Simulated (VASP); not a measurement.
# P3Pt2 (Fmmm) in VASP: a series of runs

The runs below take P3Pt2 through single point, with PBE, PBE+U.

Program: VASP 6.6.1. These are calculated values, not measurements. Logs are shortened: lines on timing, memory, paths and dates and some standing lists are left out, and cuts for length are marked.

**1. The cell of the first run**

It takes space group Fmmm (No. 69, orthorhombic). The conventional cell has a = 7.472 Å, b = 7.995 Å, c = 12.132 Å, α = 90.00°, β = 90.00°, γ = 90.00°. Pt (site symmetry m2m) has 10 P at 2.88 to 2.94 Å and 7 Pt at 3.49 to 3.77 Å within 3.8 Å. Within 4.0 Å of Pt (site symmetry 222) lie 8 P at 2.95 to 3.00 Å and 8 Pt at 3.57 to 4.00 Å. P (site symmetry m) has 2 P at 1.78 to 1.79 Å within 2.4 Å. Within 2.4 Å of P (site symmetry mm2) lie 2 P at 1.79 Å.

**2. Single point, PBE**

INCAR

```
SYSTEM = P3Pt2
PREC = Accurate
ENCUT = 520
EDIFF = 1E-6
ISMEAR = 1
SIGMA = 0.2623
LREAL = .FALSE.
LASPH = .TRUE.
NELM = 60
ALGO = Normal
ISIF = 2
LWAVE = .FALSE.
LCHARG = .TRUE.
GGA = PE
LELF = .TRUE.
LVHAR = .TRUE.
NBANDS = 46
```

KPOINTS

```
regular mesh
0
G
  4 4 4
  0 0 0
```

POSCAR

```
P3Pt2
1.0
   -3.9976510000      0.0000000000      3.7360060000
    3.9976510000      0.0000000000      3.7360060000
    0.0000000000      6.0659300000      3.7360060000
Pt P
4 6
Direct
    0.7180000000      0.2820000000      0.0000000000
    0.2820000000      0.7180000000      0.0000000000
    0.7500000000      0.2500000000      0.5000000000
    0.2500000000      0.7500000000      0.5000000000
    0.1333000000      0.1333000000      0.1470000000
    0.2803000000      0.2803000000      0.8530000000
    0.8667000000      0.8667000000      0.8530000000
    0.7197000000      0.7197000000      0.1470000000
    0.8519000000      0.8519000000      0.2962000000
    0.1481000000      0.1481000000      0.7038000000
```

Potentials or basis: VASP PAW PBE potentials, release 64 (Pt, P).

Started as:

```bash
cat potpaw_PBE.64/Pt/POTCAR potpaw_PBE.64/P/POTCAR > POTCAR
mpirun -np 1 vasp_std > vasp.out
```

OUTCAR:

```text
SYSTEM = P3Pt2
   PREC = Accurate
   ENCUT = 520
   EDIFF = 1E-6
   ISMEAR = 1
   LREAL = .FALSE.
   LASPH = .TRUE.
   NELM = 60
   ISIF = 2
   GGA = PE

 ion  position               nearest neighbor table
   1  0.718  0.282  0.000-   6 2.88   5 2.88   7 2.88   8 2.88  10 2.88   9 2.88   6 2.94   7 2.94
                             8 2.94   5 2.94   2 3.49
   2  0.282  0.718  0.000-   6 2.88   5 2.88   7 2.88   8 2.88  10 2.88   9 2.88   6 2.94   7 2.94
                             5 2.94   8 2.94   1 3.49
   3  0.750  0.250  0.500-   5 2.95   6 2.95   7 2.95   8 2.95   9 3.00   9 3.00  10 3.00  10 3.00

   4  0.250  0.750  0.500-   5 2.95   6 2.95   7 2.95   8 2.95   9 3.00   9 3.00  10 3.00  10 3.00

   5  0.133  0.133  0.147-   6 1.78   9 1.79   1 2.88   2 2.88   1 2.94   2 2.94   3 2.95   4 2.95

   6  0.280  0.280  0.853-   5 1.78  10 1.79   2 2.88   1 2.88   1 2.94   2 2.94   3 2.95   4 2.95

   7  0.867  0.867  0.853-   8 1.78  10 1.79   1 2.88   2 2.88   1 2.94   2 2.94   3 2.95   4 2.95

   8  0.720  0.720  0.147-   7 1.78   9 1.79   2 2.88   1 2.88   1 2.94   2 2.94   3 2.95   4 2.95

   9  0.852  0.852  0.296-   5 1.79   8 1.79   1 2.88   2 2.88   3 3.00   4 3.00   3 3.00   4 3.00

  10  0.148  0.148  0.704-   7 1.79   6 1.79   1 2.88   2 2.88   3 3.00   4 3.00   3 3.00   4 3.00

  LATTYP: Found a face centered orthorhombic cell.
 ALAT       =     7.4720120000
 B/A-ratio  =     1.0700333458
 C/A-ratio  =     1.6236403261

  Lattice vectors:

 A1 = (   3.9976510000,   6.0659300000,   0.0000000000)
 A2 = (   0.0000000000,   6.0659300000,   3.7360060000)
 A3 = (   3.9976510000,   0.0000000000,   3.7360060000)

Analysis of symmetry for initial positions (statically):
=====================================================================
 Subroutine PRICEL returns:
 Original cell was already a primitive cell.

 Routine SETGRP: Setting up the symmetry group for a
 face centered orthorhombic supercell.

 Subroutine GETGRP returns: Found  8 space group operations
 (whereof  8 operations were pure point group operations)
 out of a pool of  8 trial point group operations.

The static configuration has the point symmetry D_2h.

Analysis of symmetry for dynamics (positions and initial velocities):
=====================================================================
 Subroutine PRICEL returns:
 Original cell was already a primitive cell.

 Routine SETGRP: Setting up the symmetry group for a
 face centered orthorhombic supercell.

 Subroutine GETGRP returns: Found  8 space group operations
 (whereof  8 operations were pure point group operations)
 out of a pool of  8 trial point group operations.

The dynamic configuration has the point symmetry D_2h.

 Subroutine INISYM returns: Found  8 space group operations
 (whereof  8 operations are pure point group operations),
 and found     1 'primitive' translations

----------------------------------------------------------------------------------------

                                     Primitive cell

  volume of cell :     181.1923

  direct lattice vectors                    reciprocal lattice vectors
    -3.997651000  0.000000000  3.736006000    -0.125073449 -0.082427591  0.133832762
     3.997651000  0.000000000  3.736006000     0.125073449 -0.082427591  0.133832762
     0.000000000  6.065930000  3.736006000     0.000000000  0.164855183  0.000000000

  length of vectors
     5.471650057  5.471650057  7.124131357     0.200870315  0.200870315  0.164855183

  position of ions in fractional coordinates (direct lattice)
     0.718000000  0.282000000  0.000000000
     0.282000000  0.718000000  0.000000000
     0.750000000  0.250000000  0.500000000
     0.250000000  0.750000000  0.500000000
     0.133300000  0.133300000  0.147000000
     0.280300000  0.280300000  0.853000000
     0.866700000  0.866700000  0.853000000
     0.719700000  0.719700000  0.147000000
     0.851900000  0.851900000  0.296200000
     0.148100000  0.148100000  0.703800000

  ion indices of the primitive-cell ions
   primitive index   ion index
                 1           1
                 2           2
                 3           3
                 4           4
                 5           5
                 6           6
                 7           7
                 8           8
                 9           9
                10          10

----------------------------------------------------------------------------------------

 KPOINTS: regular mesh

Automatic generation of k-mesh.
 Grid dimensions read from file:
 generate k-points for:    4    4    4

 Generating k-lattice:

  Cartesian coordinates                     Fractional coordinates (reciprocal lattice)
    -0.031268362 -0.020606898  0.033458190     0.250000000  0.000000000  0.000000000
     0.031268362 -0.020606898  0.033458190     0.000000000  0.250000000  0.000000000
     0.000000000  0.041213796  0.000000000     0.000000000  0.000000000  0.250000000

  Length of vectors
     0.050217579  0.050217579  0.041213796

  Shift w.r.t. Gamma in fractional coordinates (k-lattice)
     0.000000000  0.000000000  0.000000000

 Subroutine IBZKPT returns following result:
 ===========================================

 Found     18 irreducible k-points:

 Following reciprocal coordinates:
            Coordinates               Weight
  0.000000  0.000000  0.000000      1.000000
  0.250000  0.000000  0.000000      8.000000
  0.500000  0.000000  0.000000      4.000000
  0.250000  0.250000  0.000000      4.000000
  0.500000  0.250000  0.000000      8.000000
 -0.250000  0.250000  0.000000      2.000000
[... 10 lines left out ...]
 -0.250000  0.250000  0.500000      2.000000
  0.500000  0.500000  0.500000      1.000000
   k-points           NKPTS =     18   k-points in BZ     NKDIM =     18   number of bands    NBANDS=     46
   number of dos      NEDOS =    301   number of ions     NIONS =     10
   total plane-waves  NPLWV =  95256
   dimension x,y,z NGX =    42 NGY =   42 NGZ =   54
   dimension x,y,z NGXF=    84 NGYF=   84 NGZF=  108
   ions per type =               4   6
   NGX,Y,Z   is equivalent  to a cutoff of  12.76, 12.76, 12.60 a.u.
   NGXF,Y,Z  is equivalent  to a cutoff of  25.52, 25.52, 25.20 a.u.
 SYSTEM =  P3Pt2
   PREC   = accura    normal or accurate (medium, high low for compatibility)
   ISTART =      0    job   : 0-new  1-cont  2-samecut
   ICHARG =      2    charge: 1-file 2-atom 10-const
   ISPIN  =      1    spin polarized calculation?
   LNONCOLLINEAR =      F non collinear calculations
   LSORBIT =      F    spin-orbit coupling
   LASPH  =      T    aspherical Exc in radial PAW
   ENCUT  =  520.0 eV  38.22 Ry    6.18 a.u.  10.17 10.17 13.25*2*pi/ulx,y,z
   NELM   =     60;   NELMIN=  2; NELMDL= -5     # of ELM steps
   EDIFF  = 0.1E-05   stopping-criterion for ELM
   LREAL  =      F    real-space projection
   EDIFFG = 0.1E-04   stopping-criterion for IOM
   NSW    =      0    number of steps for IOM
   IBRION =     -1    ionic relax: 0-MD 1-quasi-New 2-CG
   NFREE  =      0    steps in history (QN), initial steepest desc. (CG)
   ISIF   =      2    stress and relaxation
   ISYM   =      2    0-nonsym 1-usesym 2-fastsym
   POTIM  = 0.5000    time-step for ionic-motion
   TEBEG  =    0.0;   TEEND  =   0.0 temperature during run
   PSTRESS=    0.0 pullay stress
   NELECT =      70.0000    total number of electrons
   NUPDOWN=      -1.0000    fix difference up-down
   EMIN   =  10.00;   EMAX   =-10.00  energy-range for DOS
   EFERMI =   0.00;   METHOD = LEGACY
   ISMEAR =     1;   SIGMA  =   0.26  broadening in eV -4-tet -1-fermi 0-gaus
   EFERMI_NEDOS =   21; number of points for ismear=-14 and -15
   IALGO  =     38    algorithm
   IMIX   =      4    mixing-type and parameters
     AMIX     =   0.40;   BMIX     =  1.00
     AMIX_MAG =   1.60;   BMIX_MAG =  1.00
  volume/ion in A,a.u.               =      18.12       122.27
  Fermi-wavevector in a.u.,A,eV,Ry     =   1.192324  2.253165 19.342534  1.421636
  Thomas-Fermi vector in A             =   2.328365
   LORBIT       =      0    0 simple, 1 ext, 2 COOP (PROOUT), +10 PAW based schemes
   GGA     = PE    functional components
   LHFCALC =     F    Hartree Fock is set to
   AEXX    =    0.0000 exact exchange contribution
   IVDW    =     0    specifies the selected vdW correction
   LEPSILON=     F    determine dielectric tensor
   LRPA    =     F    only Hartree local field effects (RPA)
 non-spin polarized calculation
 Methfessel and Paxton  Order N= 1 SIGMA  =   0.26
  energy-cutoff  :      520.00
  volume of cell :      181.19
 maximum number of plane-waves:      4894
 NGX is ok and might be reduce to    42
   NGX = 21   NGY = 21   NGZ = 27

 number of electron      70.0000002 magnetization

 Free energy of the ion-electron system (eV)
  ---------------------------------------------------
  ext. energy  EPLUGINS =         0.00000000
  ---------------------------------------------------
  free energy    TOTEN  =       -38.48510356 eV

  energy without entropy =      -38.49261328  energy(sigma->0) =      -38.48760680

 E-fermi :   7.0762     XC(G=0): -10.8598

 val. band max:        7.0735891789   @ k =   0.2500   0.2500   0.0000
 cond. band min:       7.0838637138   @ k =   0.0000   0.0000   0.0000
 fundamental gap:      0.0102745349
 Fermi energy:         7.0762084346

 k-point     1 :       0.0000    0.0000    0.0000
  band No.  band energies     occupation
      1     -10.1479      2.00000
      2      -7.7814      2.00000
      3      -7.6850      2.00000
      4      -4.0737      2.00000
      5      -3.7810      2.00000
      6      -0.6083      2.00000
[... 38 lines left out ...]
     45      11.6111     -0.00000
     46      11.6501     -0.00000
[... 792 lines left out ...]
      6      -0.9397      2.00000
[... 38 lines left out ...]
     45      11.4038     -0.00000
     46      11.9023     -0.00000

------------------------ aborting loop because EDIFF is reached ----------------------------------------

  FORCE on cell =-STRESS in cart. coord.  units (eV):
  Direction    XX          YY          ZZ          XY          YZ          ZX
  --------------------------------------------------------------------------------------
  -------------------------------------------------------------------------------------
  Total      -13.7005938     49.8301351     49.9784756      0.0000000      0.0000000      0.0000000
  in kB     -121.1462962    440.6185884    441.9302768      0.0000000      0.0000000      0.0000000
  external PRESSURE =     253.8008563 kB  Pullay stress =       0.0000000 kB

 VOLUME and BASIS-vectors are now :
 -----------------------------------------------------------------------------
  energy-cutoff  :      520.00
  volume of cell :      181.19
      direct lattice vectors                 reciprocal lattice vectors
    -3.997651000  0.000000000  3.736006000    -0.125073449 -0.082427591  0.133832762
     3.997651000  0.000000000  3.736006000     0.125073449 -0.082427591  0.133832762
     0.000000000  6.065930000  3.736006000     0.000000000  0.164855183  0.000000000

 POSITION                                       TOTAL-FORCE (eV/Angst)
 -----------------------------------------------------------------------------------
     -1.74298      0.00000      3.73601         0.159278      0.000000     -0.000000
      1.74298      0.00000      3.73601        -0.159278      0.000000     -0.000000
     -1.99883      3.03296      5.60401         0.000000      0.000000     -0.000000
      1.99883      3.03296      5.60401         0.000000      0.000000      0.000000
      0.00000      0.89169      1.54521         0.000000      6.959768     10.766889
      0.00000      5.17424      5.28122         0.000000     -6.959768     10.766889
      0.00000      5.17424      9.66281         0.000000     -6.959768    -10.766889
      0.00000      0.89169      5.92680         0.000000      6.959768    -10.766889
      0.00000      1.79673      7.47201         0.000000     12.584234      0.000000
      0.00000      4.26920      3.73601         0.000000    -12.584234     -0.000000
 -----------------------------------------------------------------------------------
    total drift:                                0.000000     -0.000000      0.000000

  FREE ENERGIE OF THE ION-ELECTRON SYSTEM (eV)
  ---------------------------------------------------
  free  energy   TOTEN  =       -38.4851035647 eV

  energy  without entropy=      -38.4926132810  energy(sigma->0) =      -38.48760680
```

Wall time 3.4 min (1 thread of Intel Xeon Platinum 8488C (Sapphire Rapids), shared host); peak memory 0.36 GiB.

What came out:

```yaml
Free_energy: -38.4851 eV
Pressure: 25.4 GPa
Largest_force: 12.820 eV/Å
Band_gap_on_the_k_mesh: zero (bands 35 and 36 overlap by 0.59 eV)
```

Forces in eV/Å, atoms in the order of the input:
```
Pt    0.159   0.000   0.000
Pt   -0.159   0.000   0.000
Pt    0.000   0.000   0.000
Pt    0.000   0.000   0.000
P     0.000   6.960  10.767
P     0.000  -6.960  10.767
P     0.000  -6.960 -10.767
P     0.000   6.960 -10.767
P     0.000  12.584   0.000
P     0.000 -12.584   0.000
```

Levels at points of the mesh, in eV from the Fermi level:
```csv
k point,band 31,band 32,band 33,band 34,band 35,band 36,band 37,band 38,band 39,band 40
"(0.00, 0.00, 0.00)",-1.02,-0.91,-0.61,-0.26,-0.22,-0.22,-0.06,0.01,0.65,1.20
"(0.50, 0.00, 0.00)",-1.03,-0.87,-0.71,-0.21,-0.06,0.25,0.35,0.99,1.52,1.77
"(0.50, 0.50, 0.00)",-0.98,-0.68,-0.47,-0.12,0.04,0.07,0.27,0.61,0.83,1.58
"(0.00, 0.00, 0.50)",-1.31,-0.98,-0.92,-0.69,-0.15,-0.07,0.20,0.57,0.92,1.81
"(0.50, 0.50, 0.50)",-1.41,-1.25,-0.56,-0.16,0.38,0.91,1.34,1.72,2.11,2.12
```

Caveat: the cell stands under pressure; spin-orbit coupling is left out, which moves the levels of the heavy elements; forces of over 1 eV/Å act on the atoms, so gaps and moduli don't describe the material at rest.

**3. Single point, PBE**

INCAR

```
PREC = Accurate ; ENCUT = 520
EDIFF = 1E-6 ; ISMEAR = 1
SIGMA = 0.2623 ; LREAL = F
LASPH = T ; NELM = 80
ALGO = Normal ; ISIF = 2
LWAVE = F ; LCHARG = F
GGA = PE ; NBANDS = 46
```

KPOINTS

```
regular mesh
0
Gamma
  4 4 4
```

POSCAR is that of step 2.

Potentials or basis: VASP PAW PBE potentials, release 64 (Pt, P).

Started as:

```bash
cat potpaw_PBE.64/Pt/POTCAR potpaw_PBE.64/P/POTCAR > POTCAR
mpirun -np 1 vasp_std > vasp.out
```

Run time: 3.4 min. Hardware: 1 thread of Intel Xeon Platinum 8488C (Sapphire Rapids), shared host; peak memory 0.36 GiB.

It converged, with:

```yaml
Free_energy: -38.4851 eV
Pressure: 25.4 GPa
Largest_force: 12.820 eV/Å
Band_gap_on_the_k_mesh: zero (bands 35 and 36 overlap by 0.59 eV)
```

Forces in eV/Å, atoms in the order of the input:
```
Pt    0.159   0.000   0.000
Pt   -0.159   0.000   0.000
Pt    0.000   0.000   0.000
Pt    0.000   0.000   0.000
P     0.000   6.960  10.767
P     0.000  -6.960  10.767
P     0.000  -6.960 -10.767
P     0.000   6.960 -10.767
P     0.000  12.584   0.000
P     0.000 -12.584   0.000
```

Stress tensor (GPa, compression positive):
```
-12.11   0.00   0.00
  0.00  44.06   0.00
  0.00   0.00  44.19
```

Levels at points of the mesh, in eV from the Fermi level:
| k point | band 31 | band 32 | band 33 | band 34 | band 35 | band 36 | band 37 | band 38 | band 39 | band 40 |
| --- | --- | --- | --- | --- | --- | --- | --- | --- | --- | --- |
| (0.00, 0.00, 0.00) | -1.02 | -0.91 | -0.61 | -0.26 | -0.22 | -0.22 | -0.06 | 0.01 | 0.65 | 1.20 |
| (0.50, 0.00, 0.00) | -1.03 | -0.87 | -0.71 | -0.21 | -0.06 | 0.25 | 0.35 | 0.99 | 1.52 | 1.77 |
| (0.50, 0.50, 0.00) | -0.98 | -0.68 | -0.47 | -0.12 | 0.04 | 0.07 | 0.27 | 0.61 | 0.83 | 1.58 |
| (0.00, 0.00, 0.50) | -1.31 | -0.98 | -0.92 | -0.69 | -0.15 | -0.07 | 0.20 | 0.57 | 0.92 | 1.81 |
| (0.50, 0.50, 0.50) | -1.41 | -1.25 | -0.56 | -0.16 | 0.38 | 0.91 | 1.34 | 1.72 | 2.11 | 2.12 |

Caveat: the cell stands under pressure; spin-orbit coupling is left out, which moves the levels of the heavy elements; forces of over 1 eV/Å act on the atoms, so gaps and moduli don't describe the material at rest.

**4. Single point, PBE+U**

INCAR

```
PREC = Accurate ; ENCUT = 520
EDIFF = 1E-6 ; ISMEAR = 1
SIGMA = 0.2623 ; LREAL = F
LASPH = T ; NELM = 150
ALGO = Normal ; ISIF = 2
LWAVE = F ; LCHARG = T
LMAXMIX = 4 ; LDAU = T
LDAUTYPE = 2 ; LDAUL = 2 -1
LDAUU = 8 0 ; LDAUJ = 0 0
LDAUPRINT = 1 ; GGA = PE
LELF = T ; LVHAR = T
NBANDS = 46
```

KPOINTS is that of step 3.

POSCAR is that of step 3.

Started as:

```bash
cat potpaw_PBE.64/Pt/POTCAR potpaw_PBE.64/P/POTCAR > POTCAR
mpirun -np 1 vasp_std > vasp.out
```

It took 3.5 min on 1 thread of Intel Xeon Platinum 8488C (Sapphire Rapids), shared host; peak memory 0.36 GiB.

It converged, with:

| Property | Result |
| --- | --- |
| Free energy | -20.5905 eV |
| Pressure | 26.5 GPa |
| Largest force | 12.626 eV/Å |
| Band gap on the k mesh | zero (bands 35 and 36 overlap by 0.25 eV) |

Forces on the atoms (eV/Å):
```
Pt   -0.158   0.000   0.000
Pt    0.158   0.000   0.000
Pt    0.000   0.000   0.000
Pt    0.000   0.000   0.000
P     0.000   6.559  10.789
P     0.000  -6.559  10.789
P     0.000  -6.559 -10.789
P     0.000   6.559 -10.789
P     0.000  12.499   0.000
P     0.000 -12.499   0.000
```

Stress tensor (GPa, compression positive):
```
-11.97   0.00   0.00
  0.00  45.51   0.00
  0.00   0.00  46.00
```

Levels at points of the mesh, in eV from the Fermi level:
```
           k point  band 32  band 33  band 34  band 35  band 36  band 37  band 38  band 39
(0.00, 0.00, 0.00)    -0.99    -0.69    -0.39    -0.15    -0.02     0.04     0.14     1.26
(0.50, 0.00, 0.00)    -1.54    -1.31    -0.12    -0.07     0.16     0.99     1.06     2.23
(0.50, 0.50, 0.00)    -0.80    -0.49    -0.27     0.22     0.35     0.45     1.04     1.34
(0.00, 0.00, 0.50)    -1.63    -0.75    -0.74    -0.65    -0.03     0.23     0.84     1.76
(0.50, 0.50, 0.50)    -1.38    -1.11    -0.17    -0.11     1.34     1.51     1.83     2.88
```

Eigenvalues of the final occupation matrices:
| site | spin | trace | eigenvalues |
| --- | --- | --- | --- |
| site 1 d | 1 | 4.67 | 0.92 0.92 0.94 0.94 0.95 |
| site 1 d | 2 | 4.67 | 0.92 0.92 0.94 0.94 0.95 |
| site 2 d | 1 | 4.67 | 0.92 0.92 0.94 0.94 0.95 |
| site 2 d | 2 | 4.67 | 0.92 0.92 0.94 0.94 0.95 |
| site 3 d | 1 | 4.65 | 0.89 0.93 0.93 0.94 0.95 |
| site 3 d | 2 | 4.65 | 0.89 0.93 0.93 0.94 0.95 |
| site 4 d | 1 | 4.65 | 0.89 0.93 0.93 0.94 0.95 |
| site 4 d | 2 | 4.65 | 0.89 0.93 0.93 0.94 0.95 |

Caveat: the cell stands under pressure; spin-orbit coupling is left out, which moves the levels of the heavy elements; U without spin polarisation on a metal has little footing; the U is typed as a test and isn't derived for this compound; forces of over 1 eV/Å act on the atoms, so gaps and moduli don't describe the material at rest.
